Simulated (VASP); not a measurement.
A run of VASP 6.6.1:

File INCAR:

```
SYSTEM = Pb
PREC = Accurate
ENCUT = 520
EDIFF = 1E-6
ISMEAR = -1
SIGMA = 0.05
LREAL = .FALSE.
LASPH = .TRUE.
NELM = 80
ALGO = Normal
ISIF = 2
LWAVE = .FALSE.
LCHARG = .FALSE.
GGA = PS
IVDW = 13
NBANDS = 13
```

KPOINTS

```
regular mesh
0
G
  9 9 9
  0 0 0
```

Contents of POSCAR:

```
Pb
1.0
    0.0000000000      2.4584086270      2.4584086270
    2.4584086270      0.0000000000      2.4584086270
    2.4584086270      2.4584086270      0.0000000000
Pb
1
Direct
    0.0000000000      0.0000000000      0.0000000000
```

Potentials or basis: VASP PAW PBE potentials, release 64 (Pb_d).

Run with:

```sh
$ cat potpaw_PBE.64/Pb_d/POTCAR > POTCAR
$ mpirun -np 1 vasp_std > vasp.out
```

Hardware: 1 thread of AMD EPYC 7R13 (shared host).

How long does it take, and how much memory?

It took 8.4 s on 1 thread of AMD EPYC 7R13 (shared host), peak memory 0.16 GiB. Counts: scf iterations 10, k points 35.
